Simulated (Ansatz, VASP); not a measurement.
NbRu3: VASP beside Ansatz

```
CELL_PARAMETERS angstrom
3.88000 0.01940 0.01940
0.01940 3.88000 0.01940
0.01940 0.01940 3.88000
ATOMIC_POSITIONS crystal
Nb 0.00000 0.00000 0.00000
Ru 0.00000 0.50000 0.50000
Ru 0.50000 0.00000 0.50000
Ru 0.50000 0.50000 0.00000
```

Change from the starting cell: equal xy, yz and zx shear strains of +1 %.

Alike in both runs: task single point; functional LDA; k mesh 9 × 9 × 9; occupations fermi-dirac, width 0.05 eV; no spin polarisation.

|  | VASP | Ansatz |
| --- | --- | --- |
| version | VASP 6.6.1 | Ansatz 0.2.0 |
| potentials or method | VASP PAW LDA potentials, release 64 (Nb_sv, Ru_pv), cutoff 520 eV | all-electron LAPW, scalar-relativistic |

VASP gave:

```
pressure (GPa)                                                : -10.9
traceless stress, the component that is largest in VASP (GPa) : -1.58
```

Task: Which values does Ansatz return?

Result: Pressure (GPa): -11.3; traceless stress, the component that is largest in VASP (GPa): -1.58.

LDA's correlation is that of Perdew and Zunger in VASP and of Perdew and Wang (1992) in Ansatz. Ansatz ran all-electron here, and VASP with PAW potentials.
